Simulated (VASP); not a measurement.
Set up this calculation in VASP 6.6.1, as the native input.

- Task: single point
- Functional: PBE
- Potentials or basis: VASP PAW PBE potentials, release 64 (Al, Si, I)
- Cutoff: 500 eV
- k mesh: 3 × 3 × 3
- Occupations: gaussian, width 0.15 eV
- Spin: no spin polarisation
- Dipole correction: no
- Further INCAR settings: ALGO = Normal; EDIFF = 1e-06; NBANDS = 21

The structure of Al3Si2I lies in POSCAR:

```
Al3Si2I
1.0
    2.7438573349      1.5841667727      5.0467729374
   -2.7438573349      1.5841667727      5.0467729374
    0.0000000000     -3.1683335401      5.0467729390
Al Si I
3 2 1
Direct
    0.5566772619      0.5578456736      0.0528070991
    0.0528070991      0.5566772619      0.5578456736
    0.5578456736      0.0528070991      0.5566772619
    0.2596782214      0.2596782214      0.2596782214
    0.1007846948      0.1007846948      0.1007846948
    0.8922240492      0.8922240492      0.8922240492
```

The cell was generated, and may not be a known phase.

These files were run (other wordings do the same):

INCAR

```
ALGO = Normal
EDIFF = 1E-6
ENCUT = 500
GGA = PE
GGA_COMPAT = F
ISIF = 2
ISMEAR = 0
LASPH = T
LCHARG = T
LELF = T
LREAL = F
LVHAR = T
LWAVE = F
NBANDS = 21
NELM = 120
PREC = Accurate
SIGMA = 0.15
```

KPOINTS

```
k-points
0
Gamma
  3 3 3
```

Potentials or basis: VASP PAW PBE potentials, release 64 (Al, Si, I).

The run is started by

```console
$ cat potpaw_PBE.64/Al/POTCAR potpaw_PBE.64/Si/POTCAR potpaw_PBE.64/I/POTCAR > POTCAR
$ mpirun -np 1 vasp_std > vasp.out
```

It gave:

```json
{
  "Pressure": "-0.1 GPa",
  "Largest force": "0.033 eV/Å",
  "Band gap on the k mesh": "zero (bands 12 and 13 overlap by 0.28 eV)"
}
```

Caveat: the k points lie up to 0.46 Å⁻¹ apart; semilocal functionals underestimate gaps, and a narrow one can read as zero; spin-orbit coupling is left out, which moves the levels of the heavy elements.

Wall time 45 s on 1 thread of Intel Xeon 8259CL, on a shared host, peak memory 0.31 GiB.
